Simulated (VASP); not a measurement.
# Rh (Fm-3m) in VASP: further runs, part 2 of 3

VASP 6.6.1. Earlier steps stand in the parts before.

### 3 Single point, LDA (volume scaled by 0.96)

File INCAR:

```
  ALGO = Normal
  EDIFF = 1E-6
  ENCUT = 520
  GGA = CA
  ISIF = 2
  ISMEAR = -1
  LASPH = True
  LCHARG = True
  LELF = True
  LREAL = False
  LVHAR = True
  LWAVE = False
  NBANDS = 14
  NELM = 60
  PREC = Accurate
  SIGMA = 0.05
```

File KPOINTS:

```
k-points
0
Gamma
  12 12 12
```

File POSCAR:

```
Rh
1.0
    0.0000000000      1.8722002341      1.8722002341
    1.8722002341      0.0000000000      1.8722002341
    1.8722002341      1.8722002341      0.0000000000
Rh
1
Direct
    0.0000000000      0.0000000000      0.0000000000
```

Potentials or basis: VASP PAW LDA potentials, release 64 (Rh_pv).

The run is started by

```console
$ cat potpaw_LDA.64/Rh_pv/POTCAR > POTCAR
$ mpirun -np 1 vasp_std > vasp.out
```

OUTCAR:

```text
EDIFF = 1E-6
   ENCUT = 520
   GGA = CA
   ISIF = 2
   ISMEAR = -1
   LASPH = True
   LREAL = False
   NELM = 60
   PREC = Accurate

 ion  position               nearest neighbor table
   1  0.000  0.000  0.000-

  LATTYP: Found a face centered cubic cell.
 ALAT       =     3.7444004682

  Lattice vectors:

 A1 = (   0.0000000000,   1.8722002341,   1.8722002341)
 A2 = (   1.8722002341,   0.0000000000,   1.8722002341)
 A3 = (   1.8722002341,   1.8722002341,   0.0000000000)

Analysis of symmetry for initial positions (statically):
[... 33 lines left out ...]
                                     Primitive cell

  volume of cell :      13.1246

  direct lattice vectors                    reciprocal lattice vectors
     0.000000000  1.872200234  1.872200234    -0.267065451  0.267065451  0.267065451
     1.872200234  0.000000000  1.872200234     0.267065451 -0.267065451  0.267065451
     1.872200234  1.872200234  0.000000000     0.267065451  0.267065451 -0.267065451

  length of vectors
     2.647690963  2.647690963  2.647690963     0.462570930  0.462570930  0.462570930

  position of ions in fractional coordinates (direct lattice)
     0.000000000  0.000000000  0.000000000

  ion indices of the primitive-cell ions
   primitive index   ion index
                 1           1

----------------------------------------------------------------------------------------

 KPOINTS: k-points

Automatic generation of k-mesh.
 Grid dimensions read from file:
 generate k-points for:   12   12   12

 Generating k-lattice:

  Cartesian coordinates                     Fractional coordinates (reciprocal lattice)
    -0.022255454  0.022255454  0.022255454     0.083333333  0.000000000  0.000000000
     0.022255454 -0.022255454  0.022255454     0.000000000  0.083333333  0.000000000
     0.022255454  0.022255454 -0.022255454     0.000000000  0.000000000  0.083333333

  Length of vectors
     0.038547578  0.038547578  0.038547578

  Shift w.r.t. Gamma in fractional coordinates (k-lattice)
     0.000000000  0.000000000  0.000000000

[... 69 lines left out ...]
     AMIX     =   0.40;   BMIX     =  1.00
     AMIX_MAG =   1.60;   BMIX_MAG =  1.00
  volume/ion in A,a.u.               =      13.12        88.57
  Fermi-wavevector in a.u.,A,eV,Ry     =   1.711629  3.234510 39.860630  2.929674
  Thomas-Fermi vector in A             =   2.789708
   LORBIT       =      0    0 simple, 1 ext, 2 COOP (PROOUT), +10 PAW based schemes
   GGA     = CA    functional components
   LHFCALC =     F    Hartree Fock is set to
   AEXX    =    0.0000 exact exchange contribution
   IVDW    =     0    specifies the selected vdW correction
   LEPSILON=     F    determine dielectric tensor
   LRPA    =     F    only Hartree local field effects (RPA)
 non-spin polarized calculation
  energy-cutoff  :      520.00
  volume of cell :       13.12
 maximum number of plane-waves:       366
   NGX =  9   NGY =  9   NGZ =  9

 number of electron      14.9999999 magnetization

 Free energy of the ion-electron system (eV)
  ---------------------------------------------------
  ext. energy  EPLUGINS =         0.00000000
  ---------------------------------------------------
  free energy    TOTEN  =        -8.69082879 eV

  energy without entropy =       -8.68328756  energy(sigma->0) =       -8.68705817

 E-fermi :  12.6072     XC(G=0): -14.6519

 val. band max:       12.5119358868   @ k =   0.3333   0.0833   0.0000
 cond. band min:      12.6452844609   @ k =   0.5000   0.4167   0.0000
 fundamental gap:      0.1333485741
 Fermi energy:        12.6072383218

 k-point     1 :       0.0000    0.0000    0.0000
  band No.  band energies     occupation
      1     -33.6736      2.00000
      2     -33.6736      2.00000
      3     -33.6736      2.00000
      4       4.2168      2.00000
      5       9.2393      2.00000
      6       9.2393      2.00000
      7       9.2393      2.00000
      8      11.5223      2.00000
      9      11.5223      2.00000
     10      28.4933      0.00000
     11      32.7706      0.00000
     12      34.1660      0.00000
     13      34.1660      0.00000
     14      34.1660      0.00000
[... 377 lines left out ...]
      1     -34.4672      2.00000
      2     -33.9529      2.00000
      3     -33.8257      2.00000
      4       6.7937      2.00000
      5       8.5320      2.00000
      6       9.8880      2.00000
      7      10.3576      2.00000
      8      12.8638      0.01174
      9      16.8723      0.00000
     10      21.7157      0.00000
     11      28.8571      0.00000
     12      31.7695      0.00000
     13      32.7752      0.00000
     14      33.5690      0.00000

 [... further k-points ...]
[... 5 lines left out ...]
  --------------------------------------------------------------------------------------
  -------------------------------------------------------------------------------------
  Total        0.2617836      0.2617836      0.2617836      0.0000000      0.0000000      0.0000000
  in kB       31.9570158     31.9570158     31.9570158      0.0000000      0.0000000      0.0000000
  external PRESSURE =      31.9570158 kB  Pullay stress =       0.0000000 kB

 VOLUME and BASIS-vectors are now :
 -----------------------------------------------------------------------------
  energy-cutoff  :      520.00
  volume of cell :       13.12
      direct lattice vectors                 reciprocal lattice vectors
     0.000000000  1.872200234  1.872200234    -0.267065451  0.267065451  0.267065451
     1.872200234  0.000000000  1.872200234     0.267065451 -0.267065451  0.267065451
     1.872200234  1.872200234  0.000000000     0.267065451  0.267065451 -0.267065451

 POSITION                                       TOTAL-FORCE (eV/Angst)
 -----------------------------------------------------------------------------------
      0.00000      0.00000      0.00000         0.000000      0.000000      0.000000
 -----------------------------------------------------------------------------------
    total drift:                                0.000000     -0.000000      0.000000

  FREE ENERGIE OF THE ION-ELECTRON SYSTEM (eV)
  ---------------------------------------------------
  free  energy   TOTEN  =        -8.6908287910 eV

  energy  without entropy=       -8.6832875587  energy(sigma->0) =       -8.68705817
```

OSZICAR:

```text
N       E                     dE             d eps       ncg     rms          rms(c)
DAV:   1     0.121043002011E+03    0.12104E+03   -0.87936E+03  2016   0.116E+03
DAV:   2    -0.765554162730E+01   -0.12870E+03   -0.12305E+03  2226   0.346E+02
DAV:   3    -0.925827910582E+01   -0.16027E+01   -0.16002E+01  2364   0.426E+01
DAV:   4    -0.926388785534E+01   -0.56087E-02   -0.56086E-02  2268   0.259E+00
DAV:   5    -0.926393546357E+01   -0.47608E-04   -0.47607E-04  2316   0.209E-01    0.119E+01
DAV:   6    -0.872129386323E+01    0.54264E+00   -0.83865E-01  2112   0.130E+01    0.410E+00
DAV:   7    -0.869648076710E+01    0.24813E-01   -0.18654E-02  2256   0.172E+00    0.184E+00
DAV:   8    -0.869099554398E+01    0.54852E-02   -0.45801E-03  2112   0.954E-01    0.232E-01
DAV:   9    -0.869082241471E+01    0.17313E-03   -0.13174E-04  2124   0.162E-01    0.414E-02
DAV:  10    -0.869082886615E+01   -0.64514E-05   -0.24185E-06  2244   0.181E-02    0.350E-03
DAV:  11    -0.869082879099E+01    0.75163E-07   -0.21188E-07  1062   0.655E-03
   1 F= -.86908288E+01 E0= -.86870582E+01  d E =-.754123E-02
```

Wall time 18 s (1 thread of Intel Xeon 8259CL, shared host); peak memory 0.13 GiB.

Results:

| Quantity | Value |
| --- | --- |
| Free energy | -8.6908 eV |
| Pressure | 3.2 GPa |

### 4 Single point, LDA (volume scaled by 0.98)

File INCAR:

```
SYSTEM = Rh
ALGO = Normal
EDIFF = 1E-6
ENCUT = 520
GGA = CA
ISIF = 2
ISMEAR = -1
LASPH = .TRUE.
LCHARG = .FALSE.
LREAL = .FALSE.
LWAVE = .FALSE.
NBANDS = 14
NELM = 80
PREC = Accurate
SIGMA = 0.05
```

File KPOINTS:

```
k-points
0
G
  12 12 12
  0 0 0
```

File POSCAR:

```
Rh
1.0
    0.0000000000      1.8851123679      1.8851123679
    1.8851123679      0.0000000000      1.8851123679
    1.8851123679      1.8851123679      0.0000000000
Rh
1
Direct
    0.0000000000      0.0000000000      0.0000000000
```

The run is started by

```console
$ cat potpaw_LDA.64/Rh_pv/POTCAR > POTCAR
$ mpirun -np 1 vasp_std > vasp.out
```

It took 22 s on 1 thread of Intel Xeon 8259CL, shared host; peak memory 0.13 GiB.

Results (log left out):

- Free energy: -8.6908 eV
- Pressure: -3.3 GPa

Levels at points of the mesh, in eV from the Fermi level:
```
           k point  band 3  band 4  band 5  band 6  band 7  band 8  band 9  band 10  band 11  band 12
(0.00, 0.00, 0.00)  -46.24   -8.23   -3.26   -3.26   -3.26   -1.05   -1.05    15.92    20.22    21.47
(0.50, 0.00, 0.00)  -46.35   -6.41   -3.33   -3.33    0.58    0.58    0.66     8.83    15.44    20.22
(0.50, 0.50, 0.00)  -46.54   -6.61   -6.25    0.57    1.01    1.01    3.22    12.56    13.35    13.35
```

(Part 2 of 3 ends here.)
